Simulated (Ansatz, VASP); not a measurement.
One calculation of BN, two programs

```
B N
1.0
     0.00000    1.80750    1.80750
     1.80750    0.00000    1.80750
     1.80750    1.80750    0.00000
B N
1 1
Direct
  0.00000 0.00000 0.00000
  0.25000 0.25000 0.25000
```

Alike in both runs: task single point; functional revPBE; k mesh 8 × 8 × 8; no spin polarisation.

|  | VASP | Ansatz |
| --- | --- | --- |
| version | VASP 6.6.1 | Ansatz 0.2.0 |
| potentials or method | VASP PAW PBE potentials, release 64 (B, N), cutoff 520 eV | plane waves, PAW |
| occupations | gaussian, width 0.01 eV | fixed |
| valence electrons in the cell | 8 | 8 |

|  | VASP | Ansatz | Ansatz less VASP |
| --- | --- | --- | --- |
| gap on the k mesh at the Fermi level (eV) | 4.48 | 4.49 | +0.015 |
| pressure (GPa) | 7.8 | 7.6 | -0.21 |

VASP's potentials were made for PBE, not for revPBE.
